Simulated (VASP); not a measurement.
Input of a VASP 6.6.1 run:

The input INCAR:

```
SYSTEM = In2TeO2
  PREC = Accurate
  ENCUT = 520
  EDIFF = 1E-6
  ISMEAR = 0
  SIGMA = 0.1
  LREAL = .False.
  LASPH = .True.
  NELM = 80
  ALGO = Normal
  ISIF = 2
  LWAVE = .False.
  LCHARG = .True.
  GGA = PE
  LELF = .True.
  LVHAR = .True.
  NBANDS = 30
```

File KPOINTS:

```
Automatic mesh
0
Gamma
  4 4 4
  0 0 0
```

Contents of POSCAR:

```
In2TeO2
1.0
    4.1094078608      0.0000000000      0.0000000000
    0.0000000000      4.1094078608      0.0000000000
    0.0000000000      0.0000000000      6.6777533879
In Te O
2 1 2
Direct
    0.0000000000      0.0000000000      0.5000000000
    0.0000000000      0.0000000000      0.0000000000
    0.5000000000      0.5000000000      0.5000000000
    0.5000000000      0.5000000000      0.8013007929
    0.5000000000      0.5000000000      0.1986992071
```

Potentials or basis: VASP PAW PBE potentials, release 64 (In_d, Te, O).

The run is started by

```console
$ cat potpaw_PBE.64/In_d/POTCAR potpaw_PBE.64/Te/POTCAR potpaw_PBE.64/O/POTCAR > POTCAR
$ mpirun -np 1 vasp_std > vasp.out
```

Problem. Predict the band gap on the k mesh.

Solution. Zero (bands 22 and 23 overlap by 1.91 eV).

Problem. Estimate the pressure.

Solution. 0.0 GPa.

Problem. Predict the largest force.

Solution. 0.015 eV/Å.

Forces in eV/Å, atoms in the order of the input:
```
In   0.000  0.000  0.000
In   0.000  0.000  0.000
Te   0.000  0.000  0.000
O    0.000  0.000  0.015
O    0.000  0.000 -0.015
```

Caveat: the k points lie up to 0.38 Å⁻¹ apart, too coarse for converged energies and pressures of a metal; spin-orbit coupling is left out, which moves the levels of the heavy elements.
